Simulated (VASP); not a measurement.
A run of VASP 6.6.1:

Contents of INCAR:

```
  ALGO = Normal
  EDIFF = 1E-6
  ENCUT = 520
  GGA = PS
  ISIF = 2
  ISMEAR = 0
  LASPH = True
  LCHARG = True
  LELF = True
  LREAL = False
  LVHAR = True
  LWAVE = False
  NBANDS = 46
  NELM = 80
  PREC = Accurate
  SIGMA = 0.05
```

The input KPOINTS:

```
k-points
0
Gamma
  4 4 8
```

Contents of POSCAR:

```
Zn4HO4
1.0
    5.5148137916      0.0000000000      0.0000000000
    0.0000000000      5.5148137916      0.0000000000
    0.0000000000      0.0000000000      3.2430062931
Zn O H
4 4 1
Direct
    0.1820657240      0.1820657240      0.5000000000
    0.8179342760      0.8179342760      0.5000000000
    0.6820657240      0.3179342760      0.0000000000
    0.3179342760      0.6820657240      0.0000000000
    0.8180023132      0.1819976868      0.5000000000
    0.1819976868      0.8180023132      0.5000000000
    0.6819976868      0.6819976868      0.0000000000
    0.3180023132      0.3180023132      0.0000000000
    1.0000405349     -0.6180023132      0.2000000000
```

Potentials or basis: VASP PAW PBE potentials, release 64 (Zn, O, H).

The run is started by

```bash
$ cat potpaw_PBE.64/Zn/POTCAR potpaw_PBE.64/O/POTCAR potpaw_PBE.64/H/POTCAR > POTCAR
$ mpirun -np 1 vasp_std > vasp.out
```

Hardware: 1 thread of Intel(R) Xeon(R) Platinum 8488C (Sapphire Rapids), with other jobs on the host.

Problem. How long does it take, and how much memory?

Solution. Run time: 4.3 min on 1 thread of Intel(R) Xeon(R) Platinum 8488C (Sapphire Rapids), with other jobs on the host, peak memory 0.36 GiB. Counts: scf iterations 16, k points 68.
